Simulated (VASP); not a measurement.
# Al (Fm-3m) in VASP: a series of runs

Runs on Al. Level: PBE. Tasks: single point.

Everything below comes from runs of VASP 6.6.1. Logs are shortened: lines on timing, memory, paths and dates and some standing lists are left out, and cuts for length are marked.

**1. The cell of the first run**

Symmetry: Fm-3m, No. 225, cubic system. Conventional cell: a = 3.881 Å, b = 3.881 Å, c = 3.881 Å, α = 90.00°, β = 90.00°, γ = 90.00°. Al (site symmetry m-3m) has 12 Al at 2.74 Å within 3.6 Å.

**2. Single point, PBE**

INCAR reads:

```
ALGO = Normal ; EDIFF = 1E-6
ENCUT = 520 ; GGA = PE
ISIF = 2 ; ISMEAR = 1
LASPH = True ; LCHARG = True
LELF = True ; LREAL = False
LVHAR = True ; LWAVE = False
NBANDS = 8 ; NELM = 60
PREC = Accurate ; SIGMA = 0.15
```

KPOINTS reads:

```
k-points
0
Gamma
  12 12 12
```

POSCAR reads:

```
Al
1.0
    0.0000000000      1.9403429682      1.9403429682
    1.9403429682      0.0000000000      1.9403429682
    1.9403429682      1.9403429682      0.0000000000
Al
1
Direct
    0.0000000000      0.0000000000      0.0000000000
```

Potentials or basis: VASP PAW PBE potentials, release 64 (Al).

Launch:

```
$ cat potpaw_PBE.64/Al/POTCAR > POTCAR
$ mpirun -np 1 vasp_std > vasp.out
```

OUTCAR:

```text
EDIFF = 1E-6
   ENCUT = 520
   GGA = PE
   ISIF = 2
   ISMEAR = 1
   LASPH = True
   LREAL = False
   NELM = 60
   PREC = Accurate

 ion  position               nearest neighbor table
   1  0.000  0.000  0.000-

  LATTYP: Found a face centered cubic cell.
 ALAT       =     3.8806859364

  Lattice vectors:

 A1 = (   0.0000000000,   1.9403429682,   1.9403429682)
 A2 = (   1.9403429682,   0.0000000000,   1.9403429682)
 A3 = (   1.9403429682,   1.9403429682,   0.0000000000)

Analysis of symmetry for initial positions (statically):
=====================================================================
 Subroutine PRICEL returns:
 Original cell was already a primitive cell.

 Routine SETGRP: Setting up the symmetry group for a
 face centered cubic supercell.

 Subroutine GETGRP returns: Found 48 space group operations
 (whereof 48 operations were pure point group operations)
 out of a pool of 48 trial point group operations.

The static configuration has the point symmetry O_h .

Analysis of symmetry for dynamics (positions and initial velocities):
=====================================================================
 Subroutine PRICEL returns:
 Original cell was already a primitive cell.

 Routine SETGRP: Setting up the symmetry group for a
 face centered cubic supercell.

 Subroutine GETGRP returns: Found 48 space group operations
 (whereof 48 operations were pure point group operations)
 out of a pool of 48 trial point group operations.

The dynamic configuration has the point symmetry O_h .

 Subroutine INISYM returns: Found 48 space group operations
 (whereof 48 operations are pure point group operations),
 and found     1 'primitive' translations

----------------------------------------------------------------------------------------

                                     Primitive cell

  volume of cell :      14.6105

  direct lattice vectors                    reciprocal lattice vectors
     0.000000000  1.940342968  1.940342968    -0.257686403  0.257686403  0.257686403
     1.940342968  0.000000000  1.940342968     0.257686403 -0.257686403  0.257686403
     1.940342968  1.940342968  0.000000000     0.257686403  0.257686403 -0.257686403

  length of vectors
     2.744059341  2.744059341  2.744059341     0.446325942  0.446325942  0.446325942

  position of ions in fractional coordinates (direct lattice)
     0.000000000  0.000000000  0.000000000

  ion indices of the primitive-cell ions
   primitive index   ion index
                 1           1

----------------------------------------------------------------------------------------

 KPOINTS: k-points

Automatic generation of k-mesh.
 Grid dimensions read from file:
 generate k-points for:   12   12   12

 Generating k-lattice:

  Cartesian coordinates                     Fractional coordinates (reciprocal lattice)
    -0.021473867  0.021473867  0.021473867     0.083333333  0.000000000  0.000000000
     0.021473867 -0.021473867  0.021473867     0.000000000  0.083333333  0.000000000
     0.021473867  0.021473867 -0.021473867     0.000000000  0.000000000  0.083333333

  Length of vectors
     0.037193829  0.037193829  0.037193829

  Shift w.r.t. Gamma in fractional coordinates (k-lattice)
     0.000000000  0.000000000  0.000000000

 Subroutine IBZKPT returns following result:
 ===========================================

 Found     72 irreducible k-points:

 Following reciprocal coordinates:
            Coordinates               Weight
  0.000000  0.000000  0.000000      1.000000
  0.083333  0.000000  0.000000      8.000000
  0.166667  0.000000  0.000000      8.000000
  0.250000  0.000000  0.000000      8.000000
  0.333333  0.000000  0.000000      8.000000
  0.416667  0.000000  0.000000      8.000000
[... 16 lines left out ...]
  0.500000  0.166667  0.000000     24.000000
 -0.416667  0.166667  0.000000     24.000000
 [... further k-points ...]
   k-points           NKPTS =     72   k-points in BZ     NKDIM =     72   number of bands    NBANDS=      8
   number of dos      NEDOS =    301   number of ions     NIONS =      1
   total plane-waves  NPLWV =   8000
   dimension x,y,z NGX =    20 NGY =   20 NGZ =   20
   dimension x,y,z NGXF=    40 NGYF=   40 NGZF=   40
   ions per type =               1
   NGX,Y,Z   is equivalent  to a cutoff of  12.12, 12.12, 12.12 a.u.
   NGXF,Y,Z  is equivalent  to a cutoff of  24.23, 24.23, 24.23 a.u.
 SYSTEM =  unknown system
   PREC   = accura    normal or accurate (medium, high low for compatibility)
   ISTART =      0    job   : 0-new  1-cont  2-samecut
   ICHARG =      2    charge: 1-file 2-atom 10-const
   ISPIN  =      1    spin polarized calculation?
   LNONCOLLINEAR =      F non collinear calculations
   LSORBIT =      F    spin-orbit coupling
   LASPH  =      T    aspherical Exc in radial PAW
   ENCUT  =  520.0 eV  38.22 Ry    6.18 a.u.   5.10  5.10  5.10*2*pi/ulx,y,z
   NELM   =     60;   NELMIN=  2; NELMDL= -5     # of ELM steps
   EDIFF  = 0.1E-05   stopping-criterion for ELM
   LREAL  =      F    real-space projection
   EDIFFG = 0.1E-04   stopping-criterion for IOM
   NSW    =      0    number of steps for IOM
   IBRION =     -1    ionic relax: 0-MD 1-quasi-New 2-CG
   NFREE  =      0    steps in history (QN), initial steepest desc. (CG)
   ISIF   =      2    stress and relaxation
   ISYM   =      2    0-nonsym 1-usesym 2-fastsym
   POTIM  = 0.5000    time-step for ionic-motion
   TEBEG  =    0.0;   TEEND  =   0.0 temperature during run
   PSTRESS=    0.0 pullay stress
   NELECT =       3.0000    total number of electrons
   NUPDOWN=      -1.0000    fix difference up-down
   EMIN   =  10.00;   EMAX   =-10.00  energy-range for DOS
   EFERMI =   0.00;   METHOD = LEGACY
   ISMEAR =     1;   SIGMA  =   0.15  broadening in eV -4-tet -1-fermi 0-gaus
   EFERMI_NEDOS =   21; number of points for ismear=-14 and -15
   IALGO  =     38    algorithm
   IMIX   =      4    mixing-type and parameters
     AMIX     =   0.40;   BMIX     =  1.00
     AMIX_MAG =   1.60;   BMIX_MAG =  1.00
  volume/ion in A,a.u.               =      14.61        98.60
  Fermi-wavevector in a.u.,A,eV,Ry     =   0.965814  1.825123 12.691465  0.932796
  Thomas-Fermi vector in A             =   2.095562
   LORBIT       =      0    0 simple, 1 ext, 2 COOP (PROOUT), +10 PAW based schemes
   GGA     = PE    functional components
   LHFCALC =     F    Hartree Fock is set to
   AEXX    =    0.0000 exact exchange contribution
   IVDW    =     0    specifies the selected vdW correction
   LEPSILON=     F    determine dielectric tensor
   LRPA    =     F    only Hartree local field effects (RPA)
 non-spin polarized calculation
 Methfessel and Paxton  Order N= 1 SIGMA  =   0.15
  energy-cutoff  :      520.00
  volume of cell :       14.61
 maximum number of plane-waves:       411
   NGX = 11   NGY = 11   NGZ = 11

 number of electron       3.0000000 magnetization

 Free energy of the ion-electron system (eV)
  ---------------------------------------------------
  ext. energy  EPLUGINS =         0.00000000
  ---------------------------------------------------
  free energy    TOTEN  =        -3.68541816 eV

  energy without entropy =       -3.68470182  energy(sigma->0) =       -3.68517938

 E-fermi :   9.2022     XC(G=0): -10.6444

 val. band max:        9.0642500914   @ k =   0.5000   0.2500   0.0833
 cond. band min:       9.2207876013   @ k =  -0.4167   0.4167   0.0833
 fundamental gap:      0.1565375100
 Fermi energy:         9.2021508815

 k-point     1 :       0.0000    0.0000    0.0000
  band No.  band energies     occupation
      1      -2.6722      2.00000
      2      22.6459      0.00000
      3      22.6459      0.00000
      4      22.6459      0.00000
      5      25.1096      0.00000
      6      25.1096      0.00000
      7      25.1097      0.00000
      8      26.7064      0.00000

 k-point     2 :       0.0833    0.0000    0.0000
  band No.  band energies     occupation
      1      -2.4677      2.00000
      2      20.0254      0.00000
      3      22.2104      0.00000
      4      22.2104      0.00000
      5      25.4836      0.00000
      6      25.8742      0.00000
      7      25.8742      0.00000
      8      28.8046      0.00000

 k-point     3 :       0.1667    0.0000    0.0000
  band No.  band energies     occupation
      1      -1.8562      2.00000
      2      16.4458      0.00000
      3      21.5636      0.00000
      4      21.5636      0.00000
      5      25.1649      0.00000
      6      26.9453      0.00000
      7      26.9453      0.00000
      8      27.7753      0.00000

 k-point     4 :       0.2500    0.0000    0.0000
  band No.  band energies     occupation
      1      -0.8437      2.00000
      2      13.0199      0.00000
      3      21.1270      0.00000
      4      21.1270      0.00000
      5      24.8543      0.00000
      6      25.3216      0.00000
      7      25.3216      0.00000
      8      29.6261      0.00000

 k-point     5 :       0.3333    0.0000    0.0000
  band No.  band energies     occupation
      1       0.5600      2.00000
      2       9.8671     -0.00000
      3      20.9801      0.00000
      4      20.9801      0.00000
      5      23.8318      0.00000
      6      23.8318      0.00000
      7      24.7766      0.00000
      8      28.1329      0.00000

 k-point     6 :       0.4167    0.0000    0.0000
  band No.  band energies     occupation
      1       2.3395      2.00000
      2       7.0322      2.00000
      3      21.1254      0.00000
      4      21.1254      0.00000
      5      22.6869      0.00000
      6      22.6869      0.00000
      7      24.9905      0.00000
      8      26.9047      0.00000

 k-point     7 :       0.5000    0.0000    0.0000
  band No.  band energies     occupation
      1       4.2408      2.00000
      2       4.7784      2.00000
      3      21.3686      0.00000
      4      21.3686      0.00000
      5      22.1085      0.00000
      6      22.1085      0.00000
      7      25.2700      0.00000
      8      26.2764      0.00000

 k-point     8 :       0.0833    0.0833    0.0000
  band No.  band energies     occupation
      1      -2.3996      2.00000
      2      21.0721      0.00000
      3      21.0783      0.00000
      4      21.0783      0.00000
      5      24.4670      0.00000
      6      27.0897      0.00000
      7      27.0897      0.00000
      8      27.2969      0.00000

 k-point     9 :       0.1667    0.0833    0.0000
  band No.  band energies     occupation
      1      -1.9240      2.00000
      2      17.7159      0.00000
      3      20.1818      0.00000
      4      21.3899      0.00000
      5      24.8132      0.00000
      6      25.1608      0.00000
      7      27.3264      0.00000
      8      28.5872      0.00000

 k-point    10 :       0.2500    0.0833    0.0000
  band No.  band energies     occupation
      1      -1.0455      2.00000
      2      14.2693      0.00000
      3      19.5923      0.00000
      4      21.0820      0.00000
      5      23.2212      0.00000
      6      26.4981      0.00000
      7      27.0900      0.00000
      8      27.7697      0.00000
[... 78 lines left out ...]
 k-point    18 :      -0.0833    0.0833    0.0000
  band No.  band energies     occupation
      1      -2.1276      2.00000
      2      18.4860      0.00000
      3      19.7368      0.00000
      4      23.1778      0.00000
      5      25.4809      0.00000
      6      26.1510      0.00000
      7      26.9425      0.00000
      8      27.1935      0.00000

 k-point    19 :       0.1667    0.1667    0.0000
  band No.  band energies     occupation
      1      -1.5853      2.00000
      2      18.8586      0.00000
      3      19.1243      0.00000
      4      19.1243      0.00000
      5      22.4533      0.00000
      6      23.3886      0.00000
      7      30.1898      0.00000
      8      30.1898      0.00000

 k-point    20 :       0.2500    0.1667    0.0000
  band No.  band energies     occupation
      1      -0.8437      2.00000
      2      15.7638      0.00000
      3      18.4015      0.00000
      4      19.5204      0.00000
      5      20.6527      0.00000
      6      23.4651      0.00000
      7      30.3093      0.00000
      8      30.7254      0.00000

 k-point    21 :       0.3333    0.1667    0.0000
  band No.  band energies     occupation
      1       0.2937      2.00000
      2      12.5316      0.00000
      3      18.0157      0.00000
      4      18.5224      0.00000
      5      19.8817      0.00000
      6      25.2420      0.00000
      7      28.9586      0.00000
      8      30.7437      0.00000

 k-point    22 :       0.4167    0.1667    0.0000
  band No.  band energies     occupation
      1       1.8152      2.00000
      2       9.5291     -0.00858
      3      17.1391      0.00000
      4      17.9681      0.00000
      5      19.8577      0.00000
      6      27.6326      0.00000
      7      27.6563      0.00000
      8      30.8809      0.00000

 k-point    23 :       0.5000    0.1667    0.0000
  band No.  band energies     occupation
      1       3.6980      2.00000
      2       6.8384      2.00000
      3      16.0345      0.00000
      4      18.2608      0.00000
      5      20.1992      0.00000
      6      26.6082      0.00000
      7      29.3438      0.00000
      8      31.0814      0.00000

 k-point    24 :      -0.4167    0.1667    0.0000
  band No.  band energies     occupation
      1       4.3889      2.00000
      2       6.0275      2.00000
      3      15.2760      0.00000
      4      18.8966      0.00000
      5      20.9059      0.00000
      6      25.8617      0.00000
      7      28.9152      0.00000
      8      31.8661      0.00000

 [... further k-points ...]
[... 5 lines left out ...]
  --------------------------------------------------------------------------------------
  -------------------------------------------------------------------------------------
  Total        1.1395199      1.1395199      1.1395199      0.0000000     -0.0000000      0.0000000
  in kB      124.9588411    124.9588411    124.9588411      0.0000000     -0.0000000      0.0000000
  external PRESSURE =     124.9588411 kB  Pullay stress =       0.0000000 kB

 VOLUME and BASIS-vectors are now :
 -----------------------------------------------------------------------------
  energy-cutoff  :      520.00
  volume of cell :       14.61
      direct lattice vectors                 reciprocal lattice vectors
     0.000000000  1.940342968  1.940342968    -0.257686403  0.257686403  0.257686403
     1.940342968  0.000000000  1.940342968     0.257686403 -0.257686403  0.257686403
     1.940342968  1.940342968  0.000000000     0.257686403  0.257686403 -0.257686403

 POSITION                                       TOTAL-FORCE (eV/Angst)
 -----------------------------------------------------------------------------------
      0.00000      0.00000      0.00000         0.000000     -0.000000      0.000000
 -----------------------------------------------------------------------------------
    total drift:                                0.000000      0.000000     -0.000000

  FREE ENERGIE OF THE ION-ELECTRON SYSTEM (eV)
  ---------------------------------------------------
  free  energy   TOTEN  =        -3.6854181595 eV

  energy  without entropy=       -3.6847018186  energy(sigma->0) =       -3.68517938
```

Run time: 8.9 s. Hardware: 1 thread of Intel Xeon 8259CL, shared host; peak memory 0.12 GiB.

Results:

```
Free energy : -3.6854 eV
Pressure    : 12.5 GPa
```

Levels at points of the mesh, in eV from the Fermi level:
```
           k point  band 1  band 2  band 3  band 4  band 5  band 6
(0.00, 0.00, 0.00)  -11.87   13.44   13.44   13.44   15.91   15.91
(0.50, 0.00, 0.00)   -4.96   -4.42   12.17   12.17   12.91   12.91
(0.50, 0.50, 0.00)   -3.09   -1.52    5.41    6.33    6.33   10.45
```

[end of part 1 of 3]
